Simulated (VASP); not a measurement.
Here is a VASP 6.6.1 calculation.

The input INCAR:

```
  PREC = Accurate
  ENCUT = 520
  EDIFF = 1E-6
  ISMEAR = 0
  SIGMA = 0.1
  LREAL = False
  LASPH = True
  NELM = 100
  ALGO = Normal
  ISIF = 2
  LWAVE = False
  LCHARG = False
  GGA = PE
  NBANDS = 21
```

File KPOINTS:

```
Automatic mesh
0
Gamma
  4 4 4
```

POSCAR

```
YTeAu
1.0
    3.9828010500      0.0000000000      0.0000000000
    0.0000000000      3.9828010500      0.0000000000
    0.0000000000      0.0000000000      4.8524829400
Y Te Au
1 1 1
Direct
    0.5000000000      0.5000000000      0.5000000000
    0.5000000000      0.5000000000      0.0000000000
    0.0000000000      0.0000000000      0.5000000000
```

Potentials or basis: VASP PAW PBE potentials, release 64 (Y_sv, Te, Au).

Launch:

```sh
$ cat potpaw_PBE.64/Y_sv/POTCAR potpaw_PBE.64/Te/POTCAR potpaw_PBE.64/Au/POTCAR > POTCAR
$ mpirun -np 1 vasp_std > vasp.out
```

**Question.** What does it give for the pressure?

**Answer.** 28.2 GPa.

**Question.** Estimate the band gap on the k mesh.

**Answer.** Zero (band 14 reaches 6.25 eV, above the bottom of band 15 at 4.60 eV).

Stress tensor (GPa, compression positive):
```
 9.00  0.00  0.00
 0.00  9.00  0.00
 0.00  0.00 66.57
```

Caveat: the k points lie up to 0.39 Å⁻¹ apart; spin-orbit coupling is left out, which moves the levels of the heavy elements.
